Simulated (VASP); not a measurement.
A run of VASP 6.6.1:

INCAR

```
SYSTEM = Ir
PREC = Accurate
ENCUT = 500
EDIFF = 1E-6
ISMEAR = -1
SIGMA = 0.05
LREAL = .FALSE.
LASPH = .TRUE.
NELM = 200
ALGO = Normal
ISIF = 2
LWAVE = .FALSE.
LCHARG = .FALSE.
LNONCOLLINEAR = .TRUE.
MAGMOM = 0 0 0
LORBIT = 11
LSORBIT = .TRUE.
GGA_COMPAT = .FALSE.
LORBMOM = .TRUE.
LMAXMIX = 4
GGA = PE
NBANDS = 20
```

Contents of KPOINTS:

```
Automatic mesh
0
G
  19 19 19
  0 0 0
```

The input POSCAR:

```
Ir
1.0
   -1.5572221216      1.5572221216      1.5572221216
    1.5572221216     -1.5572221216      1.5572221216
    1.5572221216      1.5572221216     -1.5572221216
Ir
1
Direct
    0.0000000000      0.0000000000      0.0000000000
```

Potentials or basis: VASP PAW PBE potentials, release 64 (Ir).

Launch:

```bash
$ cat potpaw_PBE.64/Ir/POTCAR > POTCAR
$ mpirun -np 1 vasp_ncl > vasp.out
```

Hardware: 1 thread of Intel Xeon 8259CL, with other jobs on the host.

Problem. How long does it take, and how much memory?

Solution. It took 120 s on 1 thread of Intel Xeon 8259CL, with other jobs on the host, peak memory 0.23 GiB. Counts: scf iterations 13, k points 220.
